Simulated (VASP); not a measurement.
Wanted: the native input for a VASP 6.6.1 run.

```yaml
Task: single point
Functional: PBE
Potentials_or_basis: VASP PAW PBE potentials, release 64 (Sr_sv, Zn)
Cutoff: 520 eV
k_mesh: 4 × 4 × 4
Occupations: fermi-dirac, width 0.05 eV
Spin: no spin polarisation
Dipole_correction: no
Further_INCAR_settings: ALGO = Normal; EDIFF = 1e-06; NBANDS = 29
```

The structure of Sr3Zn lies in POSCAR:

```
Sr3Zn
1.0
    5.4058776778      0.0000000000      0.0000000000
    0.0000000000      5.4058776778      0.0000000000
    0.0000000000      0.0000000000      5.4058776778
Sr Zn
3 1
Direct
    0.5000000000      0.0000000000      0.5000000000
    0.5000000000      0.5000000000      0.0000000000
    0.0000000000      0.5000000000      0.5000000000
    0.0000000000      0.0000000000      0.0000000000
```

The input as run:

INCAR

```
SYSTEM = Sr3Zn
PREC = Accurate ; ENCUT = 520
EDIFF = 1E-6 ; ISMEAR = -1
SIGMA = 0.05 ; LREAL = .FALSE.
LASPH = .TRUE. ; NELM = 60
ALGO = Normal ; ISIF = 2
LWAVE = .FALSE. ; LCHARG = .TRUE.
GGA = PE ; LELF = .TRUE.
LVHAR = .TRUE. ; NBANDS = 29
```

KPOINTS

```
regular mesh
0
G
  4 4 4
  0 0 0
```

Potentials or basis: VASP PAW PBE potentials, release 64 (Sr_sv, Zn).

Run with:

```console
$ cat potpaw_PBE.64/Sr_sv/POTCAR potpaw_PBE.64/Zn/POTCAR > POTCAR
$ mpirun -np 1 vasp_std > vasp.out
```

Results of the run:

* Pressure: 0.6 GPa
* Band gap on the k mesh: zero (bands 21 and 22 overlap by 0.48 eV)

It took 42 s on 1 thread of Intel(R) Xeon(R) Platinum 8375C CPU @ 2.90GHz (Ice Lake), on a shared host, peak memory 0.25 GiB.
